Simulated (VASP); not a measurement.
Crystal: BiP.

```
Bi P
1.0
     5.02591    0.00000    0.00000
     0.00000    5.02591    0.00000
     0.00000    0.00000    3.81526
Bi P
2 2
Cartesian
  0.0000 0.0000 0.0000
  2.5130 2.5130 0.0000
  0.0000 2.5130 1.3419
  2.5130 0.0000 2.4733
```

| Quantity | Value |
| --- | --- |
| Program | VASP 6.6.1 |
| Task | relaxation of cell and atoms |
| Functional | PBE |
| Dispersion | D3(BJ) |
| Potentials or basis | VASP PAW PBE potentials, release 64 (Bi_d, P) |
| Cutoff | 600 eV |
| k mesh | 10 × 10 × 12 |
| Occupations | gaussian, width 0.1 eV |
| Spin | no spin polarisation |

At the start: pressure -0.3 GPa; volume 24.09 Å³/atom.

**Question.** How do energy, volume and symmetry change on relaxing?

**Answer.** Over 12 steps the energy falls by 7.4 meV/atom and the volume is 23.46 Å³/atom (-2.6 %); space group P4/nmm (No. 129, to 0.05 Å).

The path:
```
step  energy change (eV)  largest force (eV/Å)  pressure (GPa)  volume (Å³)
   1              0.0000                0.0877           -0.27        96.37
   2             -0.0152                0.0967           -0.29        95.81
   3             -0.0238                0.1095           -0.21        95.00
   4             -0.0238                0.1101           -0.19        94.97
   5             -0.0255                0.1099            0.14        94.40
   6             -0.0260                0.1097            0.53        93.74
   7             -0.0267                0.0977            0.48        93.72
   8             -0.0282                0.0636            0.39        93.66
   9             -0.0293                0.0036            0.16        93.55
  10             -0.0293                0.0028            0.20        93.56
  11             -0.0295                0.0002            0.07        93.76
  12             -0.0295                0.0020           -0.01        93.86
```

Final structure:
```
CELL_PARAMETERS angstrom
5.05489 0.00000 0.00000
0.00000 5.05489 0.00000
0.00000 0.00000 3.67326
ATOMIC_POSITIONS crystal
Bi 0.00000 0.00000 0.00000
Bi 0.50000 0.50000 0.00000
P 0.00000 0.50000 0.36736
P 0.50000 0.00000 0.63264
```

Caveat: pairwise dispersion overbinds metals, which lowers pressure and volume.
